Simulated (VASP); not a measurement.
Here is a VASP 6.6.1 calculation.

Contents of INCAR:

```
PREC     = Accurate       # precision mode
ENCUT    = 600            # plane-wave cutoff, eV
EDIFF    = 1E-6           # SCF threshold, eV
ISMEAR   = 0              # smearing method
SIGMA    = 0.2            # smearing width, eV
LREAL    = False          # projectors in reciprocal space
LASPH    = True           # aspherical terms in the spheres
NELM     = 100            # most SCF steps
ALGO     = Normal         # electronic algorithm
ISIF     = 3              # what is computed and relaxed
LWAVE    = False          # write WAVECAR
LCHARG   = False          # write CHGCAR
GGA      = PE             # functional
IBRION   = 2              # ionic algorithm
NSW      = 36             # ionic steps
EDIFFG   = -0.08          # ionic threshold
```

Contents of KPOINTS:

```
Automatic mesh
0
Gamma
  4 4 4
```

POSCAR

```
MgZn4O
1.0
    4.8865425300      0.0000000000      0.0000000000
   -2.4432712600      4.2318699700      0.0000000000
    0.0000000000      0.0000000000      4.0072533100
Mg Zn O
1 4 1
Direct
    0.0000000000      0.0000000000      0.0000000000
    0.6666666700      0.3333333300      0.0000000000
    0.4989508400      0.9979016800      0.5000000000
    0.0020983200      0.5010491600      0.5000000000
    0.4989508400      0.5010491600      0.5000000000
    0.3333333300      0.6666666700      0.0000000000
```

Potentials or basis: VASP PAW PBE potentials, release 64 (Mg, Zn, O).

The run is started by

```bash
$ cat potpaw_PBE.64/Mg/POTCAR potpaw_PBE.64/Zn/POTCAR potpaw_PBE.64/O/POTCAR > POTCAR
$ mpirun -np 1 vasp_std > vasp.out
```

(1) Predict the space group after relaxing (to 0.05 Å).

(2) What does it give for the relaxed cell?

(3) Predict the relaxed volume.

(4) Predict the band gap on the k mesh.

Results:

(1) P-6m2 (No. 187).

(2) a = 5.367 Å, b = 5.367 Å, c = 3.807 Å, α = 90.00°, β = 90.00°, γ = 120.00°.

(3) 15.83 Å³/atom.

(4) zero (band 28 reaches 3.42 eV, above the bottom of band 29 at 2.11 eV).

Caveat: the k points lie up to 0.41 Å⁻¹ apart in the final cell.
